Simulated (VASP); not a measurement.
# C (Fmmm) in VASP: notebook

Runs on C. Level: LDA. Tasks: single point.

Program: VASP 6.6.1. These are calculated values, not measurements. Logs are shortened: lines on timing, memory, paths and dates and some standing lists are left out, and cuts for length are marked.

**1. The cell of the first run**

Symmetry: Fmmm, No. 69, orthorhombic system. Conventional cell: a = 2.409 Å, b = 4.170 Å, c = 6.921 Å, α = 90.00°, β = 90.00°, γ = 90.00°. Within 1.9 Å of C (site symmetry m2m) lie 3 C at 1.39 Å.

**2. Single point, LDA (strain -0.015 along x and y, +0.030 along z)**

INCAR

```
PREC = Accurate ; ENCUT = 520
EDIFF = 1E-6 ; ISMEAR = 0
SIGMA = 0.03 ; LREAL = F
LASPH = T ; NELM = 80
ALGO = Normal ; ISIF = 2
LWAVE = F ; LCHARG = F
GGA = CA ; NBANDS = 11
```

KPOINTS

```
Automatic mesh
0
Gamma
  16 16 16
```

POSCAR

```
C
1.0
    0.0000000000      2.0849009873      3.4605416593
    1.2044428972      0.0000000000      3.4605416593
    1.2044428972      2.0849009873      0.0000000000
C
2
Direct
    0.1667065656      0.8332934344      0.1667065656
    0.8332934344      0.1667065656      0.8332934344
```

Potentials or basis: VASP PAW LDA potentials, release 64 (C).

The run is started by

```console
$ cat potpaw_LDA.64/C/POTCAR > POTCAR
$ mpirun -np 1 vasp_std > vasp.out
```

OUTCAR:

```text
PREC = Accurate
   ENCUT = 520
   EDIFF = 1E-6
   ISMEAR = 0
   LREAL = F
   LASPH = T
   NELM = 80
   ISIF = 2
   GGA = CA

 ion  position               nearest neighbor table
   1  0.167  0.833  0.167-   2 1.39   2 1.39   2 1.39
   2  0.833  0.167  0.833-   1 1.39   1 1.39   1 1.39

  LATTYP: Found a face centered orthorhombic cell.
 ALAT       =     2.4088857944
 B/A-ratio  =     1.7310085784
 C/A-ratio  =     2.8731471349

  Lattice vectors:

 A1 = (   0.0000000000,   2.0849009873,   3.4605416593)
 A2 = (   1.2044428972,   0.0000000000,   3.4605416593)
 A3 = (   1.2044428972,   2.0849009873,   0.0000000000)

Analysis of symmetry for initial positions (statically):
=====================================================================
 Subroutine PRICEL returns:
 Original cell was already a primitive cell.

 Routine SETGRP: Setting up the symmetry group for a
 face centered orthorhombic supercell.

 Subroutine GETGRP returns: Found  8 space group operations
 (whereof  8 operations were pure point group operations)
 out of a pool of  8 trial point group operations.

The static configuration has the point symmetry D_2h.

Analysis of symmetry for dynamics (positions and initial velocities):
=====================================================================
 Subroutine PRICEL returns:
 Original cell was already a primitive cell.

 Routine SETGRP: Setting up the symmetry group for a
 face centered orthorhombic supercell.

 Subroutine GETGRP returns: Found  8 space group operations
 (whereof  8 operations were pure point group operations)
 out of a pool of  8 trial point group operations.

The dynamic configuration has the point symmetry D_2h.

 Subroutine INISYM returns: Found  8 space group operations
 (whereof  8 operations are pure point group operations),
 and found     1 'primitive' translations

----------------------------------------------------------------------------------------

                                     Primitive cell

  volume of cell :      17.3798

  direct lattice vectors                    reciprocal lattice vectors
     0.000000000  2.084900987  3.460541659    -0.415129685  0.239819542  0.144486051
     1.204442897  0.000000000  3.460541659     0.415129685 -0.239819542  0.144486051
     1.204442897  2.084900987  0.000000000     0.415129685  0.239819542 -0.144486051

  length of vectors
     4.040069393  3.664154919  2.407798750     0.500721766  0.500721766  0.500721766

  position of ions in fractional coordinates (direct lattice)
     0.166706566  0.833293434  0.166706566
     0.833293434  0.166706566  0.833293434

  ion indices of the primitive-cell ions
   primitive index   ion index
                 1           1
                 2           2

----------------------------------------------------------------------------------------

 KPOINTS: Automatic mesh

Automatic generation of k-mesh.
 Grid dimensions read from file:
 generate k-points for:   16   16   16

 Generating k-lattice:

  Cartesian coordinates                     Fractional coordinates (reciprocal lattice)
    -0.025945605  0.014988721  0.009030378     0.062500000 -0.000000000 -0.000000000
     0.025945605 -0.014988721  0.009030378     0.000000000  0.062500000  0.000000000
     0.025945605  0.014988721 -0.009030378     0.000000000  0.000000000  0.062500000

  Length of vectors
     0.031295110  0.031295110  0.031295110

  Shift w.r.t. Gamma in fractional coordinates (k-lattice)
     0.000000000  0.000000000  0.000000000

 Subroutine IBZKPT returns following result:
 ===========================================

 Found    621 irreducible k-points:

 Following reciprocal coordinates:
            Coordinates               Weight
  0.000000  0.000000  0.000000      1.000000
  0.062500 -0.000000 -0.000000      8.000000
  0.125000 -0.000000 -0.000000      8.000000
  0.187500  0.000000  0.000000      8.000000
  0.250000 -0.000000 -0.000000      8.000000
  0.312500 -0.000000 -0.000000      8.000000
[... 16 lines left out ...]
 -0.125000  0.062500  0.000000      8.000000
 -0.062500  0.062500  0.000000      4.000000
 [... further k-points ...]
   k-points           NKPTS =    621   k-points in BZ     NKDIM =    621   number of bands    NBANDS=     11
   number of dos      NEDOS =    301   number of ions     NIONS =      2
   total plane-waves  NPLWV =  15120
   dimension x,y,z NGX =    30 NGY =   28 NGZ =   18
   dimension x,y,z NGXF=    60 NGYF=   56 NGZF=   36
   ions per type =               2
   NGX,Y,Z   is equivalent  to a cutoff of  12.34, 12.70, 12.43 a.u.
   NGXF,Y,Z  is equivalent  to a cutoff of  24.69, 25.41, 24.86 a.u.
 SYSTEM =  unknown system
   PREC   = accura    normal or accurate (medium, high low for compatibility)
   ISTART =      0    job   : 0-new  1-cont  2-samecut
   ICHARG =      2    charge: 1-file 2-atom 10-const
   ISPIN  =      1    spin polarized calculation?
   LNONCOLLINEAR =      F non collinear calculations
   LSORBIT =      F    spin-orbit coupling
   LASPH  =      T    aspherical Exc in radial PAW
   ENCUT  =  520.0 eV  38.22 Ry    6.18 a.u.   7.51  6.81  4.48*2*pi/ulx,y,z
   NELM   =     80;   NELMIN=  2; NELMDL= -5     # of ELM steps
   EDIFF  = 0.1E-05   stopping-criterion for ELM
   LREAL  =      F    real-space projection
   EDIFFG = 0.1E-04   stopping-criterion for IOM
   NSW    =      0    number of steps for IOM
   IBRION =     -1    ionic relax: 0-MD 1-quasi-New 2-CG
   NFREE  =      0    steps in history (QN), initial steepest desc. (CG)
   ISIF   =      2    stress and relaxation
   ISYM   =      2    0-nonsym 1-usesym 2-fastsym
   POTIM  = 0.5000    time-step for ionic-motion
   TEBEG  =    0.0;   TEEND  =   0.0 temperature during run
   PSTRESS=    0.0 pullay stress
   NELECT =       8.0000    total number of electrons
   NUPDOWN=      -1.0000    fix difference up-down
   EMIN   =  10.00;   EMAX   =-10.00  energy-range for DOS
   EFERMI =   0.00;   METHOD = LEGACY
   ISMEAR =     0;   SIGMA  =   0.03  broadening in eV -4-tet -1-fermi 0-gaus
   EFERMI_NEDOS =   21; number of points for ismear=-14 and -15
   IALGO  =     38    algorithm
   IMIX   =      4    mixing-type and parameters
     AMIX     =   0.40;   BMIX     =  1.00
     AMIX_MAG =   1.60;   BMIX_MAG =  1.00
  volume/ion in A,a.u.               =       8.69        58.64
  Fermi-wavevector in a.u.,A,eV,Ry     =   1.264027  2.388664 21.738892  1.597764
  Thomas-Fermi vector in A             =   2.397353
   LORBIT       =      0    0 simple, 1 ext, 2 COOP (PROOUT), +10 PAW based schemes
   GGA     = CA    functional components
   LHFCALC =     F    Hartree Fock is set to
   AEXX    =    0.0000 exact exchange contribution
   IVDW    =     0    specifies the selected vdW correction
   LEPSILON=     F    determine dielectric tensor
   LRPA    =     F    only Hartree local field effects (RPA)
 non-spin polarized calculation
 Gauss-broadening in eV      SIGMA  =   0.03
  energy-cutoff  :      520.00
  volume of cell :       17.38
 maximum number of plane-waves:       487
   NGX = 15   NGY = 13   NGZ =  9

 number of electron       8.0000000 magnetization

 Free energy of the ion-electron system (eV)
  ---------------------------------------------------
  ext. energy  EPLUGINS =         0.00000000
  ---------------------------------------------------
  free energy    TOTEN  =       -20.18208399 eV

  energy without entropy =      -20.18208399  energy(sigma->0) =      -20.18208399

 E-fermi :   4.6768     XC(G=0): -10.6901

 val. band max:        4.4290947816   @ k =   0.4375  -0.1875   0.3125
 cond. band min:       4.8366228787   @ k =   0.0000   0.3125   0.3125
 fundamental gap:      0.4075280971
 Fermi energy:         4.6767687554

 k-point     1 :       0.0000    0.0000    0.0000
  band No.  band energies     occupation
      1     -15.2587      2.00000
      2      -2.5044      2.00000
      3       1.7341      2.00000
      4       1.7366      2.00000
      5       8.0536      0.00000
      6      13.4611      0.00000
      7      13.5105      0.00000
      8      16.8829      0.00000
      9      19.2348      0.00000
     10      27.9254      0.00000
     11      29.0722      0.00000

 k-point     2 :       0.0625   -0.0000   -0.0000
  band No.  band energies     occupation
      1     -15.1603      2.00000
      2      -2.4114      2.00000
      3       1.3632      2.00000
      4       1.5238      2.00000
      5       8.2165      0.00000
      6      13.5548      0.00000
      7      13.8988      0.00000
      8      16.5159      0.00000
      9      19.3779      0.00000
     10      28.2485      0.00000
     11      28.6153      0.00000

 k-point     3 :       0.1250   -0.0000   -0.0000
  band No.  band energies     occupation
      1     -14.8654      2.00000
      2      -2.1317      2.00000
      3       0.3532      2.00000
      4       0.9810      2.00000
      5       8.7031      0.00000
      6      13.6383      0.00000
      7      15.0719      0.00000
      8      15.4924      0.00000
      9      19.8386      0.00000
     10      27.1613      0.00000
     11      29.1264      0.00000

 k-point     4 :       0.1875    0.0000    0.0000
  band No.  band energies     occupation
      1     -14.3767      2.00000
      2      -1.6646      2.00000
      3      -1.0689      2.00000
      4       0.2857      2.00000
      5       9.5027      0.00000
      6      13.6144      0.00000
      7      13.9877      0.00000
      8      16.7986      0.00000
      9      20.6136      0.00000
     10      25.3774      0.00000
     11      29.9402      0.00000

 k-point     5 :       0.2500   -0.0000   -0.0000
  band No.  band energies     occupation
      1     -13.6982      2.00000
      2      -2.6999      2.00000
      3      -1.0121      2.00000
      4      -0.4121      2.00000
      5      10.5765      0.00000
      6      12.2212      0.00000
      7      13.4827      0.00000
      8      18.8810      0.00000
      9      21.5206      0.00000
     10      23.8406      0.00000
     11      28.9652      0.00000
[... 211 lines left out ...]
 k-point    21 :      -0.2500    0.0625    0.0000
  band No.  band energies     occupation
      1     -12.8638      2.00000
      2      -4.3867      2.00000
      3      -1.0183      2.00000
      4       0.0470      2.00000
      5      10.1776      0.00000
      6      11.4174      0.00000
      7      13.3050      0.00000
      8      21.1384      0.00000
      9      21.9441      0.00000
     10      23.0540      0.00000
     11      28.0714      0.00000

 k-point    22 :      -0.1875    0.0625    0.0000
  band No.  band energies     occupation
      1     -13.7211      2.00000
      2      -2.6919      2.00000
      3      -0.8109      2.00000
      4      -0.4121      2.00000
      5      10.1246      0.00000
      6      12.1399      0.00000
      7      13.4815      0.00000
      8      18.8809      0.00000
      9      21.6524      0.00000
     10      23.6786      0.00000
     11      29.0018      0.00000

 k-point    23 :      -0.1250    0.0625    0.0000
  band No.  band energies     occupation
      1     -14.3931      2.00000
      2      -1.5170      2.00000
      3      -1.0649      2.00000
      4       0.2857      2.00000
      5       9.1718      0.00000
      6      13.6171      0.00000
      7      13.9549      0.00000
      8      16.7983      0.00000
      9      20.6481      0.00000
     10      25.3421      0.00000
     11      30.1043      0.00000

 k-point    24 :      -0.0625    0.0625    0.0000
  band No.  band energies     occupation
      1     -14.8740      2.00000
      2      -2.0534      2.00000
      3       0.3545      2.00000
      4       0.9810      2.00000
      5       8.5308      0.00000
      6      13.6398      0.00000
      7      15.0728      0.00000
      8      15.4814      0.00000
      9      19.8474      0.00000
     10      27.2114      0.00000
     11      29.1377      0.00000

 [... further k-points ...]

------------------------ aborting loop because EDIFF is reached ----------------------------------------

  FORCE on cell =-STRESS in cart. coord.  units (eV):
  Direction    XX          YY          ZZ          XY          YZ          ZX
  --------------------------------------------------------------------------------------
  -------------------------------------------------------------------------------------
  Total        2.3423620      2.3382248     -0.0858480      0.0000000      0.0000000      0.0000000
  in kB      215.9329263    215.5515341     -7.9139787      0.0000000      0.0000000      0.0000000
  external PRESSURE =     141.1901606 kB  Pullay stress =       0.0000000 kB

 VOLUME and BASIS-vectors are now :
 -----------------------------------------------------------------------------
  energy-cutoff  :      520.00
  volume of cell :       17.38
      direct lattice vectors                 reciprocal lattice vectors
     0.000000000  2.084900987  3.460541659    -0.415129685  0.239819542  0.144486051
     1.204442897  0.000000000  3.460541659     0.415129685 -0.239819542  0.144486051
     1.204442897  2.084900987  0.000000000     0.415129685  0.239819542 -0.144486051

 POSITION                                       TOTAL-FORCE (eV/Angst)
 -----------------------------------------------------------------------------------
      1.20444      0.69513      3.46054         0.000000     -0.018539      0.000000
      1.20444      3.47467      3.46054         0.000000      0.018539      0.000000
 -----------------------------------------------------------------------------------
    total drift:                                0.000000      0.000000     -0.000000

  FREE ENERGIE OF THE ION-ELECTRON SYSTEM (eV)
  ---------------------------------------------------
  free  energy   TOTEN  =       -20.1820839942 eV

  energy  without entropy=      -20.1820839942  energy(sigma->0) =      -20.18208399
```

Run time: 47 s. Hardware: 1 thread of Intel Xeon 6975P-C (Granite Rapids), shared host; peak memory 0.2 GiB.

What came out:

```yaml
Free_energy: -20.1821 eV
Pressure: 14.1 GPa
Largest_force: 0.019 eV/Å
```

Forces in eV/Å, atoms in the order of the input:
```
C    0.000 -0.019  0.000
C    0.000  0.019  0.000
```

Caveat: the cell differs from its parent crystal (strain -0.015 along x and y, +0.030 along z); the cell stands under pressure.

**3. Single point, LDA (strain +0.015 along x and y, -0.030 along z)**

INCAR

```
PREC = Accurate ; ENCUT = 520
EDIFF = 1E-6 ; ISMEAR = 0
SIGMA = 0.03 ; LREAL = F
LASPH = T ; NELM = 100
ALGO = Normal ; ISIF = 2
LWAVE = F ; LCHARG = T
LELF = T ; LVHAR = T
NBANDS = 11
```

KPOINTS

```
regular mesh
0
Gamma
  16 16 16
```

POSCAR

```
C
1.0
    0.0000000000      2.1484005097      3.2589567083
    1.2411264372      0.0000000000      3.2589567083
    1.2411264372      2.1484005097      0.0000000000
C
2
Direct
    0.1667065656      0.8332934344      0.1667065656
    0.8332934344      0.1667065656      0.8332934344
```

Potentials or basis: VASP PAW LDA potentials, release 64 (C).

The run is started by

```console
$ cat potpaw_LDA.64/C/POTCAR > POTCAR
$ mpirun -np 1 vasp_std > vasp.out
```

Wall time 48 s (1 thread of Intel Xeon 6975P-C (Granite Rapids), shared host); peak memory 0.19 GiB.

It converged, with:

```yaml
Free_energy: -20.1922 eV
Pressure: -11.3 GPa
Largest_force: 0.031 eV/Å
Band_gap_on_the_k_mesh: zero (bands 4 and 5 overlap by 0.06 eV)
```

Forces in eV/Å, atoms in the order of the input:
```
C    0.000 -0.031  0.000
C    0.000  0.031  0.000
```

Stress tensor (GPa, compression positive):
```
-17.15   0.00   0.00
  0.00 -17.84   0.00
  0.00   0.00   1.17
```

Levels at points of the mesh, in eV from the Fermi level:
```csv
k point,band 2,band 3,band 4,band 5,band 6,band 7
"(0.00, 0.00, 0.00)",-6.08,-2.87,-2.85,4.37,8.28,8.38
"(0.50, 0.00, 0.00)",-12.86,-6.17,-2.19,1.70,7.42,12.44
"(0.50, 0.50, 0.00)",-8.47,-2.90,-2.85,8.24,8.33,11.07
"(0.50, 0.00, 0.50)",-12.97,-6.15,-1.24,2.71,7.67,11.15
"(0.00, 0.50, 0.50)",-12.74,-6.23,-3.01,0.88,7.15,13.68
```

Caveat: the cell differs from its parent crystal (strain +0.015 along x and y, -0.030 along z); the cell stands under tension.

(Part 1 of 2 ends here.)
